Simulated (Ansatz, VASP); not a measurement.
# Bi2Se3 in VASP and in Ansatz

INCAR

```
SYSTEM = Bi2Se3
PREC = Accurate
ENCUT = 520
EDIFF = 1E-7
ISMEAR = -1
SIGMA = 0.05
LREAL = .False.
LASPH = .True.
NELM = 150
ALGO = Normal
ISIF = 2
LWAVE = .False.
LCHARG = .False.
MAGMOM = 0 0 0 0 0 0 0 0 0 0 0 0 0 0 0
LORBIT = 11
LSORBIT = .True.
GGA_COMPAT = .False.
LORBMOM = .True.
GGA = PS
NBANDS = 63
```

File KPOINTS:

```
regular mesh
0
Gamma
  6 6 6
  0 0 0
```

POSCAR

```
Bi2Se3
1.0
    2.0715000000      1.1959810826      9.5453333333
   -2.0715000000      1.1959810826      9.5453333333
    0.0000000000     -2.3919621653      9.5453333333
Bi Se
2 3
Direct
    0.5992000000      0.5992000000      0.5992000000
    0.4008000000      0.4008000000      0.4008000000
    0.7883000000      0.7883000000      0.7883000000
    0.2117000000      0.2117000000      0.2117000000
    0.0000000000      0.0000000000      0.0000000000
```

Contents of input.yaml:

```yaml
crystal:
  lattice:
    - [2.0715, 1.1959810826, 9.5453333333]
    - [-2.0715, 1.1959810826, 9.5453333333]
    - [0.0, -2.3919621653, 9.5453333333]
  atoms:
    - { symbol: Bi, position: [0.5992, 0.5992, 0.5992] }
    - { symbol: Bi, position: [0.4008, 0.4008, 0.4008] }
    - { symbol: Se, position: [0.7883, 0.7883, 0.7883] }
    - { symbol: Se, position: [0.2117, 0.2117, 0.2117] }
    - { symbol: Se, position: [0.0, 0.0, 0.0] }
hamiltonian:
  xc: pbesol
  pseudopotentials: { kind: paw_fr }
magnetization:
  noncollinear: true
  spin_orbit: true
kpoints:
  mp_grid: { grid: [6, 6, 6] }
  band_path:
    path:
      - [[0.0, 0.0, 0.0], [0.5, 0.0, 0.0], [0.5, 0.1771325325, -0.1771325325]]
      - [[0.8228674675, 0.5, 0.1771325325], [0.5, 0.5, 0.5], [0.0, 0.0, 0.0], [0.3385662663, 0.0, -0.3385662663]]
      - [[0.6614337337, 0.3385662663, 0.0], [0.5, 0.5, 0.0], [0.6614337337, 0.6614337337, 0.1771325325], [0.5, 0.5, 0.5]]
      - [[0.5, 0.0, 0.0], [0.8228674675, 0.3385662663, 0.3385662663]]
    npoints: 14
scf:
  occupations: { method: fermi_dirac, width: 0.05 }
  n_extra_bands: 12
output:
  forces: true
  stress: true
  eigenvalues: true
  fatbands: true
```

Alike in both runs: functional PBEsol; k mesh 6 × 6 × 6; occupations fermi-dirac, width 0.05 eV; non-collinear spin, spin-orbit coupling.

```csv
,VASP,Ansatz
version,VASP 6.6.1,Ansatz 0.2.0
potentials or method,"VASP PAW PBE potentials, release 64 (Bi_d, Se)",Ansatz PAW
plane-wave cutoff (eV),520,420
valence electrons in the cell,48,78
task,single point,band structure
```

```tsv
	VASP	Ansatz	Ansatz less VASP
pressure (GPa)	0.0	0.0	-0.01
traceless stress, the component that is largest in VASP (GPa)	-0.05	-0.06	-0.008
rms of the force components (eV/Å)	0.118	0.121	+0.0030
```

VASP's potentials were made for PBE, not for PBEsol. Atom by atom the forces differ by 0.004 eV/Å (rms over components). VASP's potentials hold 48 valence electrons a cell and Ansatz's 78, so a difference there can come from the potentials and not from the codes.
